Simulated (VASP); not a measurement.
Set up this calculation in VASP 6.6.1, as the native input.

```yaml
Task: single point
Functional: PBE
Potentials_or_basis: VASP PAW PBE potentials, release 64 (Ti_sv)
Cutoff: 520 eV
k_mesh: 20 × 20 × 20
Occupations: gaussian, width 0.15 eV
Spin: no spin polarisation
Dipole_correction: no
Further_INCAR_settings: ALGO = Normal; EDIFF = 1e-06; NBANDS = 12
```

The structure of Ti lies in POSCAR:

```
Ti
1.0
    0.0000000000      2.3334140579      1.4681841252
    2.3334140579      0.0000000000      1.4681841252
    2.3334140579      2.3334140579      0.0000000000
Ti
1
Direct
    0.0000000000      0.0000000000      0.0000000000
```

This cell differs from its parent crystal: volume 15.988 Å^3 an atom, c/a of the conventional cell 0.6292.

These files were run (other wordings do the same):

INCAR

```
SYSTEM = Ti
PREC = Accurate
ENCUT = 520
EDIFF = 1E-6
ISMEAR = 0
SIGMA = 0.15
LREAL = .FALSE.
LASPH = .TRUE.
NELM = 60
ALGO = Normal
ISIF = 2
LWAVE = .FALSE.
LCHARG = .TRUE.
GGA = PE
LELF = .TRUE.
LVHAR = .TRUE.
NBANDS = 12
```

KPOINTS

```
Automatic mesh
0
G
  20 20 20
  0 0 0
```

Potentials or basis: VASP PAW PBE potentials, release 64 (Ti_sv).

Launch:

```console
$ cat potpaw_PBE.64/Ti_sv/POTCAR > POTCAR
$ mpirun -np 1 vasp_std > vasp.out
```

It gave:

| Item | Value |
| --- | --- |
| Pressure | 9.0 GPa |
| Band gap on the k mesh | zero (band 6 reaches 9.92 eV, above the bottom of band 7 at 8.42 eV) |

It used 410 s of CPU time on 1 thread of AMD EPYC 7R13 Processor (Zen 3), on a shared host.
